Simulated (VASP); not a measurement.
# TiAl (Pmmm) in VASP: further runs, part 3 of 3

VASP 6.6.1. The steps go on from the part before.

### 6 Single point, LDA (normal strain along x +0.0825, normal strain along y +0.1100)

Contents of INCAR:

```
PREC = Accurate
ENCUT = 520
EDIFF = 1E-6
ISMEAR = 0
SIGMA = 0.15
LREAL = False
LASPH = True
NELM = 60
ALGO = Fast
ISIF = 2
LWAVE = False
LCHARG = False
NBANDS = 14
```

Contents of KPOINTS:

```
Automatic mesh
0
Gamma
  14 14 14
```

Contents of POSCAR:

```
TiAl
1.0
    3.3818233420      0.0000000000      0.0000000000
    0.0000000000      3.4677357133      0.0000000000
    0.0000000000      0.0000000000      3.1240862282
Ti Al
1 1
Direct
    0.0000000000      0.0000000000      0.0000000000
    0.5000000000      0.5000000000      0.5000000000
```

Potentials or basis: VASP PAW LDA potentials, release 64 (Ti_sv, Al).

Run with:

```sh
$ cat potpaw_LDA.64/Ti_sv/POTCAR potpaw_LDA.64/Al/POTCAR > POTCAR
$ mpirun -np 1 vasp_std > vasp.out
```

OUTCAR:

```text
PREC = Accurate
   ENCUT = 520
   EDIFF = 1E-6
   ISMEAR = 0
   LREAL = False
   LASPH = True
   NELM = 60
   ISIF = 2

 ion  position               nearest neighbor table
   1  0.000  0.000  0.000-   2 2.88   2 2.88   2 2.88   2 2.88   2 2.88   2 2.88   2 2.88   2 2.88

   2  0.500  0.500  0.500-   1 2.88   1 2.88   1 2.88   1 2.88   1 2.88   1 2.88   1 2.88   1 2.88

  LATTYP: Found a simple orthorhombic cell.
 ALAT       =     3.1240862282
 B/A-ratio  =     1.0825000000
 C/A-ratio  =     1.1100000000

  Lattice vectors:

 A1 = (   0.0000000000,   0.0000000000,   3.1240862282)
 A2 = (   3.3818233420,   0.0000000000,   0.0000000000)
 A3 = (   0.0000000000,   3.4677357133,   0.0000000000)

Analysis of symmetry for initial positions (statically):
=====================================================================
 Subroutine PRICEL returns:
 Original cell was already a primitive cell.

 Routine SETGRP: Setting up the symmetry group for a
 simple orthorhombic supercell.

 Subroutine GETGRP returns: Found  8 space group operations
 (whereof  8 operations were pure point group operations)
 out of a pool of  8 trial point group operations.

The static configuration has the point symmetry D_2h.

Analysis of symmetry for dynamics (positions and initial velocities):
=====================================================================
 Subroutine PRICEL returns:
 Original cell was already a primitive cell.

 Routine SETGRP: Setting up the symmetry group for a
 simple orthorhombic supercell.

 Subroutine GETGRP returns: Found  8 space group operations
 (whereof  8 operations were pure point group operations)
 out of a pool of  8 trial point group operations.

The dynamic configuration has the point symmetry D_2h.

 Subroutine INISYM returns: Found  8 space group operations
 (whereof  8 operations are pure point group operations),
 and found     1 'primitive' translations

----------------------------------------------------------------------------------------

                                     Primitive cell

  volume of cell :      36.6370

  direct lattice vectors                    reciprocal lattice vectors
     3.381823342  0.000000000  0.000000000     0.295698474  0.000000000  0.000000000
     0.000000000  3.467735713  0.000000000     0.000000000  0.288372610  0.000000000
     0.000000000  0.000000000  3.124086228     0.000000000  0.000000000  0.320093598

  length of vectors
     3.381823342  3.467735713  3.124086228     0.295698474  0.288372610  0.320093598

  position of ions in fractional coordinates (direct lattice)
     0.000000000  0.000000000  0.000000000
     0.500000000  0.500000000  0.500000000

  ion indices of the primitive-cell ions
   primitive index   ion index
                 1           1
                 2           2

----------------------------------------------------------------------------------------

 KPOINTS: Automatic mesh

Automatic generation of k-mesh.
 Grid dimensions read from file:
 generate k-points for:   14   14   14

 Generating k-lattice:

  Cartesian coordinates                     Fractional coordinates (reciprocal lattice)
     0.021121320  0.000000000  0.000000000     0.071428571  0.000000000  0.000000000
     0.000000000  0.020598044  0.000000000     0.000000000  0.071428571  0.000000000
     0.000000000  0.000000000  0.022863828     0.000000000  0.000000000  0.071428571

  Length of vectors
     0.021121320  0.020598044  0.022863828

  Shift w.r.t. Gamma in fractional coordinates (k-lattice)
     0.000000000  0.000000000  0.000000000

 Subroutine IBZKPT returns following result:
 ===========================================

 Found    512 irreducible k-points:

 Following reciprocal coordinates:
            Coordinates               Weight
  0.000000  0.000000  0.000000      1.000000
  0.071429  0.000000  0.000000      2.000000
  0.142857  0.000000  0.000000      2.000000
  0.214286  0.000000  0.000000      2.000000
  0.285714  0.000000  0.000000      2.000000
  0.357143  0.000000  0.000000      2.000000
[... 16 lines left out ...]
  0.428571  0.142857  0.000000      4.000000
  0.500000  0.142857  0.000000      2.000000
 [... further k-points ...]
   k-points           NKPTS =    512   k-points in BZ     NKDIM =    512   number of bands    NBANDS=     14
   number of dos      NEDOS =    301   number of ions     NIONS =      2
   total plane-waves  NPLWV =  18816
   dimension x,y,z NGX =    28 NGY =   28 NGZ =   24
   dimension x,y,z NGXF=    56 NGYF=   56 NGZF=   48
   ions per type =               1   1
   NGX,Y,Z   is equivalent  to a cutoff of  13.76, 13.42, 12.77 a.u.
   NGXF,Y,Z  is equivalent  to a cutoff of  27.53, 26.85, 25.54 a.u.
 SYSTEM =  unknown system
   PREC   = accura    normal or accurate (medium, high low for compatibility)
   ISTART =      0    job   : 0-new  1-cont  2-samecut
   ICHARG =      2    charge: 1-file 2-atom 10-const
   ISPIN  =      1    spin polarized calculation?
   LNONCOLLINEAR =      F non collinear calculations
   LSORBIT =      F    spin-orbit coupling
   LASPH  =      T    aspherical Exc in radial PAW
   ENCUT  =  520.0 eV  38.22 Ry    6.18 a.u.   6.29  6.45  5.81*2*pi/ulx,y,z
   NELM   =     60;   NELMIN=  2; NELMDL= -5     # of ELM steps
   EDIFF  = 0.1E-05   stopping-criterion for ELM
   LREAL  =      F    real-space projection
   EDIFFG = 0.1E-04   stopping-criterion for IOM
   NSW    =      0    number of steps for IOM
   IBRION =     -1    ionic relax: 0-MD 1-quasi-New 2-CG
   NFREE  =      0    steps in history (QN), initial steepest desc. (CG)
   ISIF   =      2    stress and relaxation
   ISYM   =      2    0-nonsym 1-usesym 2-fastsym
   POTIM  = 0.5000    time-step for ionic-motion
   TEBEG  =    0.0;   TEEND  =   0.0 temperature during run
   PSTRESS=    0.0 pullay stress
   NELECT =      15.0000    total number of electrons
   NUPDOWN=      -1.0000    fix difference up-down
   EMIN   =  10.00;   EMAX   =-10.00  energy-range for DOS
   EFERMI =   0.00;   METHOD = LEGACY
   ISMEAR =     0;   SIGMA  =   0.15  broadening in eV -4-tet -1-fermi 0-gaus
   EFERMI_NEDOS =   21; number of points for ismear=-14 and -15
   IALGO  =     68    algorithm
   IMIX   =      4    mixing-type and parameters
     AMIX     =   0.40;   BMIX     =  1.00
     AMIX_MAG =   1.60;   BMIX_MAG =  1.00
  volume/ion in A,a.u.               =      18.32       123.62
  Fermi-wavevector in a.u.,A,eV,Ry     =   1.215622  2.297193 20.105836  1.477737
  Thomas-Fermi vector in A             =   2.351003
   LORBIT       =      0    0 simple, 1 ext, 2 COOP (PROOUT), +10 PAW based schemes
   GGA     = CA    functional components
   LHFCALC =     F    Hartree Fock is set to
   AEXX    =    0.0000 exact exchange contribution
   IVDW    =     0    specifies the selected vdW correction
   LEPSILON=     F    determine dielectric tensor
   LRPA    =     F    only Hartree local field effects (RPA)
 non-spin polarized calculation
 RMM-DIIS sequential band-by-band and
 Gauss-broadening in eV      SIGMA  =   0.15
  energy-cutoff  :      520.00
  volume of cell :       36.64
 maximum number of plane-waves:      1012
 NGX is ok and might be reduce to    28
   NGX = 13   NGY = 13   NGZ = 11

 number of electron      15.0000000 magnetization

 Free energy of the ion-electron system (eV)
  ---------------------------------------------------
  ext. energy  EPLUGINS =         0.00000000
  ---------------------------------------------------
  free energy    TOTEN  =       -12.99411453 eV

  energy without entropy =      -12.95854056  energy(sigma->0) =      -12.97632754

 E-fermi :   7.1499     XC(G=0): -10.7516

 val. band max:        7.1488043880   @ k =   0.0714   0.0714   0.3571
 cond. band min:       7.1500615902   @ k =   0.1429   0.2143   0.5000
 fundamental gap:      0.0012572022
 Fermi energy:         7.1499453747

 k-point     1 :       0.0000    0.0000    0.0000
  band No.  band energies     occupation
      1     -49.2367      2.00000
      2     -25.8703      2.00000
      3     -25.8552      2.00000
      4     -25.7430      2.00000
      5      -1.4195      2.00000
      6       5.9643      2.00000
      7       6.1160      2.00000
      8       8.4223      0.00000
      9       8.7993      0.00000
     10       8.8756      0.00000
     11      10.0383      0.00000
     12      10.6087      0.00000
     13      12.6650      0.00000
     14      14.9778      0.00000
[... 377 lines left out ...]
      1     -49.2290      2.00000
      2     -25.9439      2.00000
      3     -25.8749      2.00000
      4     -25.7350      2.00000
      5       1.4012      2.00000
      6       2.7043      2.00000
      7       6.5263      2.00000
      8       6.7258      1.99994
      9       7.9291      0.00000
     10       8.7819      0.00000
     11       9.4882      0.00000
     12      12.4457      0.00000
     13      13.4121      0.00000
     14      15.8103      0.00000

 [... further k-points ...]
[... 5 lines left out ...]
  --------------------------------------------------------------------------------------
  -------------------------------------------------------------------------------------
  Total       -3.6473825     -3.0590929     -3.9673449      0.0000000      0.0000000      0.0000000
  in kB     -159.5041435   -133.7775754   -173.4964596      0.0000000      0.0000000      0.0000000
  external PRESSURE =    -155.5927262 kB  Pullay stress =       0.0000000 kB

 VOLUME and BASIS-vectors are now :
 -----------------------------------------------------------------------------
  energy-cutoff  :      520.00
  volume of cell :       36.64
      direct lattice vectors                 reciprocal lattice vectors
     3.381823342  0.000000000  0.000000000     0.295698474  0.000000000  0.000000000
     0.000000000  3.467735713  0.000000000     0.000000000  0.288372610  0.000000000
     0.000000000  0.000000000  3.124086228     0.000000000  0.000000000  0.320093598

 POSITION                                       TOTAL-FORCE (eV/Angst)
 -----------------------------------------------------------------------------------
      0.00000      0.00000      0.00000         0.000000      0.000000      0.000000
      1.69091      1.73387      1.56204         0.000000      0.000000      0.000000
 -----------------------------------------------------------------------------------
    total drift:                               -0.000000     -0.000000     -0.000000

  FREE ENERGIE OF THE ION-ELECTRON SYSTEM (eV)
  ---------------------------------------------------
  free  energy   TOTEN  =       -12.9941145327 eV

  energy  without entropy=      -12.9585405552  energy(sigma->0) =      -12.97632754
```

Run time: 4.4 min. Hardware: 1 thread of Intel Xeon Platinum 8488C (Sapphire Rapids), shared host; peak memory 0.36 GiB.

Results:

```
Free energy            : -12.9941 eV
Pressure               : -15.6 GPa
Band gap on the k mesh : zero (an odd number of electrons rules out a gap without spin polarisation)
```

Stress tensor (GPa, compression positive):
```
-15.95   0.00   0.00
  0.00 -13.38   0.00
  0.00   0.00 -17.35
```

Levels at points of the mesh, in eV from the Fermi level:
| k point | band 4 | band 5 | band 6 | band 7 | band 8 | band 9 | band 10 | band 11 | band 12 | band 13 |
| --- | --- | --- | --- | --- | --- | --- | --- | --- | --- | --- |
| (0.00, 0.00, 0.00) | -32.89 | -8.57 | -1.19 | -1.03 | 1.27 | 1.65 | 1.73 | 2.89 | 3.46 | 5.52 |
| (0.50, 0.00, 0.00) | -32.89 | -5.87 | -4.73 | -0.45 | -0.31 | 0.72 | 1.78 | 2.35 | 6.27 | 7.61 |
| (0.00, 0.50, 0.00) | -32.89 | -6.07 | -4.78 | -0.48 | -0.08 | 0.72 | 1.83 | 2.11 | 6.42 | 7.83 |
| (0.50, 0.50, 0.00) | -32.88 | -5.01 | -2.20 | -2.09 | -1.40 | 1.03 | 1.07 | 2.09 | 3.45 | 3.72 |
| (0.00, 0.00, 0.50) | -32.99 | -5.16 | -4.52 | -0.24 | -0.24 | 0.00 | 1.54 | 3.11 | 6.53 | 7.80 |
| (0.50, 0.00, 0.50) | -32.99 | -4.32 | -1.88 | -1.47 | -1.11 | 0.30 | 0.47 | 2.42 | 3.83 | 4.47 |
| (0.00, 0.50, 0.50) | -32.98 | -4.47 | -2.04 | -1.51 | -1.16 | 0.43 | 0.64 | 2.27 | 3.82 | 4.34 |
| (0.50, 0.50, 0.50) | -33.06 | -2.64 | -2.60 | -2.59 | -0.02 | 2.19 | 2.56 | 2.65 | 2.72 | 2.93 |

Caveat: the cell differs from its parent crystal (normal strain along x +0.0825, normal strain along y +0.1100); the cell stands under tension.

### 7 Summary

| cell | gap on the mesh (eV) | pressure (GPa) |
| --- | --- | --- |
| a = 3.038, b = 3.468, c = 3.124 Å, 2 atoms | none | -7.9 |
| a = 3.210, b = 3.382, c = 3.124 Å, 2 atoms | none | -10.5 |
| a = 3.210, b = 3.468, c = 3.124 Å, 2 atoms | none | -12.4 |
| a = 3.296, b = 3.382, c = 3.124 Å, 2 atoms | none | -12.5 |
| a = 3.382, b = 3.468, c = 3.124 Å, 2 atoms | none | -15.6 |

Alike in all rows: task single point; level LDA; potentials or basis VASP PAW LDA potentials, release 64 (Ti_sv, Al); no spin polarisation; k mesh 14 × 14 × 14; cutoff (eV) 520; smearing gaussian 0.15 eV.

Caveats: the cell stands under tension (at least some runs); the stress differs along the axes, from -11 to -3 GPa (at least some runs); the stress differs along the axes, from -12 to -7 GPa (at least some runs); the stress differs along the axes, from -15 to -8 GPa (at least some runs).

Absolute energies hang on the potentials; compare differences alone.
